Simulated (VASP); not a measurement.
Here is a VASP 6.6.1 calculation.

The input INCAR:

```
ALGO = Normal ; EDIFF = 1E-6
ENCUT = 520 ; GGA = PE
ISIF = 2 ; ISMEAR = 0
LASPH = True ; LCHARG = True
LELF = True ; LREAL = False
LVHAR = True ; LWAVE = False
NBANDS = 20 ; NELM = 80
PREC = Accurate ; SIGMA = 0.1
```

Contents of KPOINTS:

```
k-points
0
Gamma
  4 4 4
```

File POSCAR:

```
K2F
1.0
    0.0000000000      3.7125140200      3.7125140200
    3.7125140200      0.0000000000      3.7125140200
    3.7125140200      3.7125140200      0.0000000000
K F
2 1
Direct
    0.2500000000      0.2500000000      0.2500000000
    0.7500000000      0.7500000000      0.7500000000
    0.5000000000      0.5000000000      0.5000000000
```

Potentials or basis: VASP PAW PBE potentials, release 64 (K_sv, F).

Run with:

```bash
$ cat potpaw_PBE.64/K_sv/POTCAR potpaw_PBE.64/F/POTCAR > POTCAR
$ mpirun -np 1 vasp_std > vasp.out
```

Question: Predict the pressure.

Answer: -0.8 GPa.

Caveat: the k points lie up to 0.37 Å⁻¹ apart; an odd number of electrons without spin polarisation forces a metal; a magnetic or distorted state may lie lower.
